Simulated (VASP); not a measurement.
# Ni (Im-3m) in VASP: a series of runs

Runs on Ni. Level: PBE. Tasks: single point.

All numbers are computed with VASP 6.6.1; they aren't measurements. Logs are shortened: lines on timing, memory, paths and dates and some standing lists are left out, and cuts for length are marked.

### 1 The cell of the first run

It takes space group Im-3m (No. 229, cubic). The conventional cell has a = 2.793 Å, b = 2.793 Å, c = 2.793 Å, α = 90.00°, β = 90.00°, γ = 90.00°. Ni (site symmetry m-3m) has 14 Ni at 2.42 to 2.79 Å within 3.2 Å.

This isn't the form of Ni at room conditions, which is fcc.

### 2 Single point, PBE, collinear spin, antiferromagnetic start

Input file INCAR:

```
SYSTEM = Ni
PREC = Accurate ; ENCUT = 520
EDIFF = 1E-7 ; ISMEAR = -1
SIGMA = 0.05 ; LREAL = .False.
LASPH = .True. ; NELM = 150
ALGO = Normal ; ISIF = 2
LWAVE = .False. ; LCHARG = .False.
ISPIN = 2 ; MAGMOM = 0.8 -0.8
LORBIT = 11 ; LMAXMIX = 4
GGA = PE ; NBANDS = 21
```

Input file KPOINTS:

```
regular mesh
0
Gamma
  18 18 18
  0 0 0
```

Input file POSCAR:

```
Ni
1.0
    2.7926049959      0.0000000000      0.0000000000
    0.0000000000      2.7926049959      0.0000000000
    0.0000000000      0.0000000000      2.7926049959
Ni
2
Direct
    0.0000000000      0.0000000000      0.0000000000
    0.5000000000      0.5000000000      0.5000000000
```

Potentials or basis: VASP PAW PBE potentials, release 64 (Ni).

Run with:

```
cat potpaw_PBE.64/Ni/POTCAR > POTCAR
mpirun -np 1 vasp_std > vasp.out
```

OUTCAR:

```text
SYSTEM = Ni
   PREC = Accurate
   ENCUT = 520
   EDIFF = 1E-7
   ISMEAR = -1
   LREAL = .False.
   LASPH = .True.
   NELM = 150
   ISIF = 2
   ISPIN = 2
   LORBIT = 11
   GGA = PE

 ion  position               nearest neighbor table
   1  0.000  0.000  0.000-   2 2.42   2 2.42   2 2.42   2 2.42   2 2.42   2 2.42   2 2.42   2 2.42

   2  0.500  0.500  0.500-   1 2.42   1 2.42   1 2.42   1 2.42   1 2.42   1 2.42   1 2.42   1 2.42

  LATTYP: Found a simple cubic cell.
 ALAT       =     2.7926049959

  Lattice vectors:

 A1 = (   2.7926049959,   0.0000000000,   0.0000000000)
 A2 = (   0.0000000000,   2.7926049959,   0.0000000000)
 A3 = (   0.0000000000,   0.0000000000,   2.7926049959)

Analysis of symmetry for initial positions (statically):
=====================================================================
 Subroutine PRICEL returns following result:

  LATTYP: Found a body centered cubic cell.
 ALAT       =     2.7926049959

  Lattice vectors:

 A1 = (   1.3963024980,   1.3963024980,  -1.3963024979)
 A2 = (  -1.3963024980,   1.3963024979,   1.3963024979)
 A3 = (   1.3963024980,  -1.3963024979,   1.3963024980)

   2 primitive cells build up your supercell.

 Routine SETGRP: Setting up the symmetry group for a
 simple cubic supercell.

 Subroutine GETGRP returns: Found 48 space group operations
 (whereof 48 operations were pure point group operations)
 out of a pool of 48 trial point group operations.

The static configuration has the point symmetry O_h .

Analysis of symmetry for dynamics (positions and initial velocities):
=====================================================================
 Subroutine PRICEL returns following result:

  LATTYP: Found a body centered cubic cell.
 ALAT       =     2.7926049959

  Lattice vectors:

 A1 = (   1.3963024980,   1.3963024980,  -1.3963024979)
 A2 = (  -1.3963024980,   1.3963024979,   1.3963024979)
 A3 = (   1.3963024980,  -1.3963024979,   1.3963024980)

   2 primitive cells build up your supercell.

 Routine SETGRP: Setting up the symmetry group for a
 simple cubic supercell.

 Subroutine GETGRP returns: Found 48 space group operations
 (whereof 48 operations were pure point group operations)
 out of a pool of 48 trial point group operations.

The dynamic configuration has the point symmetry O_h .

Analysis of structural, dynamic, and magnetic symmetry:
=====================================================================
 Subroutine PRICEL returns following result:

  LATTYP: Found a body centered cubic cell.
 ALAT       =     2.7926049959

  Lattice vectors:

 A1 = (   1.3963024980,   1.3963024980,  -1.3963024979)
 A2 = (  -1.3963024980,   1.3963024979,   1.3963024979)
 A3 = (   1.3963024980,  -1.3963024979,   1.3963024980)

   2 primitive cells build up your supercell.

 Routine SETGRP: Setting up the symmetry group for a
 simple cubic supercell.

 Subroutine GETGRP returns: Found 48 space group operations
 (whereof 48 operations were pure point group operations)
 out of a pool of 48 trial point group operations.

The overall configuration has the point symmetry O_h .

 Subroutine INISYM returns: Found 48 space group operations
 (whereof 48 operations are pure point group operations),
 and found     2 'primitive' translations

----------------------------------------------------------------------------------------

                                     Primitive cell

  volume of cell :      10.8893

  direct lattice vectors                    reciprocal lattice vectors
     1.396302498  1.396302498 -1.396302498     0.358088595  0.358088595  0.000000000
    -1.396302498  1.396302498  1.396302498    -0.000000000  0.358088595  0.358088595
     1.396302498 -1.396302498  1.396302498     0.358088595  0.000000000  0.358088595

  length of vectors
     2.418466869  2.418466869  2.418466869     0.506413748  0.506413748  0.506413748

  position of ions in fractional coordinates (direct lattice)
     0.000000000  0.000000000  0.000000000

  ion indices of the primitive-cell ions
   primitive index   ion index
                 1           1

----------------------------------------------------------------------------------------

 KPOINTS: regular mesh

Automatic generation of k-mesh.
 Grid dimensions read from file:
 generate k-points for:   18   18   18

 Generating k-lattice:

  Cartesian coordinates                     Fractional coordinates (reciprocal lattice)
     0.019893811  0.000000000  0.000000000     0.055555556  0.000000000  0.000000000
     0.000000000  0.019893811  0.000000000     0.000000000  0.055555556  0.000000000
     0.000000000  0.000000000  0.019893811     0.000000000  0.000000000  0.055555556

  Length of vectors
     0.019893811  0.019893811  0.019893811

  Shift w.r.t. Gamma in fractional coordinates (k-lattice)
     0.000000000  0.000000000  0.000000000

 Subroutine IBZKPT returns following result:
 ===========================================

 Found    220 irreducible k-points:

 Following reciprocal coordinates:
            Coordinates               Weight
  0.000000  0.000000  0.000000      1.000000
  0.055556  0.000000  0.000000      6.000000
  0.111111  0.000000  0.000000      6.000000
  0.166667  0.000000  0.000000      6.000000
  0.222222  0.000000  0.000000      6.000000
  0.277778  0.000000  0.000000      6.000000
[... 16 lines left out ...]
  0.277778  0.111111  0.000000     24.000000
  0.333333  0.111111  0.000000     24.000000
 [... further k-points ...]
   k-points           NKPTS =    220   k-points in BZ     NKDIM =    220   number of bands    NBANDS=     21
   number of dos      NEDOS =    301   number of ions     NIONS =      2
   total plane-waves  NPLWV =  13824
   dimension x,y,z NGX =    24 NGY =   24 NGZ =   24
   dimension x,y,z NGXF=    48 NGYF=   48 NGZF=   48
   ions per type =               2
   NGX,Y,Z   is equivalent  to a cutoff of  14.29, 14.29, 14.29 a.u.
   NGXF,Y,Z  is equivalent  to a cutoff of  28.57, 28.57, 28.57 a.u.
 SYSTEM =  Ni
   PREC   = accura    normal or accurate (medium, high low for compatibility)
   ISTART =      0    job   : 0-new  1-cont  2-samecut
   ICHARG =      2    charge: 1-file 2-atom 10-const
   ISPIN  =      2    spin polarized calculation?
   LNONCOLLINEAR =      F non collinear calculations
   LSORBIT =      F    spin-orbit coupling
   LASPH  =      T    aspherical Exc in radial PAW
   ENCUT  =  520.0 eV  38.22 Ry    6.18 a.u.   5.19  5.19  5.19*2*pi/ulx,y,z
   NELM   =    150;   NELMIN=  2; NELMDL= -5     # of ELM steps
   EDIFF  = 0.1E-06   stopping-criterion for ELM
   LREAL  =      F    real-space projection
   EDIFFG = 0.1E-05   stopping-criterion for IOM
   NSW    =      0    number of steps for IOM
   IBRION =     -1    ionic relax: 0-MD 1-quasi-New 2-CG
   NFREE  =      0    steps in history (QN), initial steepest desc. (CG)
   ISIF   =      2    stress and relaxation
   ISYM   =      2    0-nonsym 1-usesym 2-fastsym
   POTIM  = 0.5000    time-step for ionic-motion
   TEBEG  =    0.0;   TEEND  =   0.0 temperature during run
   PSTRESS=    0.0 pullay stress
   NELECT =      20.0000    total number of electrons
   NUPDOWN=      -1.0000    fix difference up-down
   EMIN   =  10.00;   EMAX   =-10.00  energy-range for DOS
   EFERMI =   0.00;   METHOD = LEGACY
   ISMEAR =    -1;   SIGMA  =   0.05  broadening in eV -4-tet -1-fermi 0-gaus
   EFERMI_NEDOS =   21; number of points for ismear=-14 and -15
   IALGO  =     38    algorithm
   IMIX   =      4    mixing-type and parameters
     AMIX     =   0.40;   BMIX     =  1.00
     AMIX_MAG =   1.60;   BMIX_MAG =  1.00
  volume/ion in A,a.u.               =      10.89        73.48
  Fermi-wavevector in a.u.,A,eV,Ry     =   1.591263  3.007051 34.451559  2.532118
  Thomas-Fermi vector in A             =   2.689830
   LORBIT       =     11    0 simple, 1 ext, 2 COOP (PROOUT), +10 PAW based schemes
   GGA     = PE    functional components
   LHFCALC =     F    Hartree Fock is set to
   AEXX    =    0.0000 exact exchange contribution
   IVDW    =     0    specifies the selected vdW correction
   LEPSILON=     F    determine dielectric tensor
   LRPA    =     F    only Hartree local field effects (RPA)
 spin polarized calculation
  energy-cutoff  :      520.00
  volume of cell :       21.78
 maximum number of plane-waves:       624
 NGX is ok and might be reduce to    24
   NGX = 11   NGY = 11   NGZ = 11

 number of electron      19.9999973 magnetization      -0.0000000

 number of electron      19.9999973 magnetization       0.0000000

 Free energy of the ion-electron system (eV)
  ---------------------------------------------------
  ext. energy  EPLUGINS =         0.00000000
  ---------------------------------------------------
  free energy    TOTEN  =       -10.73687130 eV

  energy without entropy =      -10.70303263  energy(sigma->0) =      -10.71995196

 E-fermi :   9.1520     XC(G=0): -13.2461

 val. band max:        9.1501081169   @ k =   0.1111   0.0000   0.0000
 cond. band min:       9.1576667495   @ k =   0.1111   0.0556   0.0556
 fundamental gap:      0.0075586326
 Fermi energy:         9.1519938940

 spin component 1

 k-point     1 :       0.0000    0.0000    0.0000
  band No.  band energies     occupation
      1       0.3488      1.00000
      2       5.2311      1.00000
      3       5.2311      1.00000
      4       7.2742      1.00000
      5       7.2742      1.00000
      6       7.2742      1.00000
[... 550 lines left out ...]
      5       7.2049      1.00000
      6       7.8804      1.00000
[... 13 lines left out ...]
     20      34.6894      0.00000
     21      38.1980      0.00000

 [... further k-points ...]

 spin component 2

 k-point     1 :       0.0000    0.0000    0.0000
  band No.  band energies     occupation
      1       0.3488      1.00000
      2       5.2311      1.00000
      3       5.2311      1.00000
      4       7.2742      1.00000
      5       7.2742      1.00000
      6       7.2742      1.00000
[... 550 lines left out ...]
      5       7.2049      1.00000
      6       7.8804      1.00000
[... 13 lines left out ...]
     20      34.6894      0.00000
     21      38.2401      0.00000

 [... further k-points ...]
[... 5 lines left out ...]
  --------------------------------------------------------------------------------------
  -------------------------------------------------------------------------------------
  Total       -0.0034102     -0.0034102     -0.0034102      0.0000000      0.0000000     -0.0000000
  in kB       -0.2508795     -0.2508795     -0.2508795      0.0000000      0.0000000     -0.0000000
  external PRESSURE =      -0.2508795 kB  Pullay stress =       0.0000000 kB

 VOLUME and BASIS-vectors are now :
 -----------------------------------------------------------------------------
  energy-cutoff  :      520.00
  volume of cell :       21.78
      direct lattice vectors                 reciprocal lattice vectors
     2.792604996  0.000000000  0.000000000     0.358088595  0.000000000  0.000000000
     0.000000000  2.792604996  0.000000000     0.000000000  0.358088595  0.000000000
     0.000000000  0.000000000  2.792604996     0.000000000  0.000000000  0.358088595

 POSITION                                       TOTAL-FORCE (eV/Angst)
 -----------------------------------------------------------------------------------
      0.00000      0.00000      0.00000        -0.000000      0.000000      0.000000
      1.39630      1.39630      1.39630         0.000000     -0.000000     -0.000000
 -----------------------------------------------------------------------------------
    total drift:                                0.000000      0.000000     -0.000000

  FREE ENERGIE OF THE ION-ELECTRON SYSTEM (eV)
  ---------------------------------------------------
  free  energy   TOTEN  =       -10.7368713003 eV

  energy  without entropy=      -10.7030326254  energy(sigma->0) =      -10.71995196

 total charge

# of ion       s       p       d       tot
------------------------------------------
    1        0.489   0.487   8.337   9.313
    2        0.489   0.487   8.337   9.313
--------------------------------------------------
tot          0.979   0.973  16.675  18.627

 magnetization (x)

# of ion       s       p       d       tot
------------------------------------------
    1       -0.000  -0.000   0.000   0.000
    2        0.000   0.000  -0.000  -0.000
--------------------------------------------------
tot          0.000   0.000   0.000   0.000
```

Wall time 3.8 min (1 thread of AMD EPYC 7R13, shared host); peak memory 0.26 GiB.

Results:

```
Free energy                                           : -10.7369 eV
Pressure                                              : 0.0 GPa
Band gap on the k mesh                                : zero (filled and empty bands overlap)
Net moment                                            : 0.00 μB per cell
Valence electrons inside the program's atomic spheres : Ni 9.31
```

Levels at points of the mesh, in eV from the Fermi level:
Spin up:
```csv
k point,band 6,band 7,band 8,band 9,band 10,band 11,band 12,band 13,band 14,band 15
"(0.00, 0.00, 0.00)",-1.88,-0.55,-0.55,0.18,0.18,0.18,9.88,9.88,9.88,15.80
"(0.50, 0.00, 0.00)",-1.51,-1.51,-1.51,-0.86,-0.86,0.38,0.38,16.98,16.98,16.98
"(0.50, 0.50, 0.00)",-0.60,-0.39,-0.39,0.35,0.35,0.40,0.40,6.73,6.73,19.16
"(0.50, 0.50, 0.50)",-2.81,-0.36,-0.36,-0.36,-0.36,8.38,8.38,8.38,8.38,8.38
```
Spin down:
```tsv
k point	band 8	band 9	band 10	band 11	band 12	band 13
(0.00, 0.00, 0.00)	-0.55	0.18	0.18	0.18	9.88	9.88
(0.50, 0.00, 0.00)	-1.51	-0.86	-0.86	0.38	0.38	16.98
(0.50, 0.50, 0.00)	-0.39	0.35	0.35	0.40	0.40	6.73
(0.50, 0.50, 0.50)	-0.36	-0.36	-0.36	8.38	8.38	8.38
```

Caveat: the moments typed at the start vanished in this run.

[end of part 1 of 2]
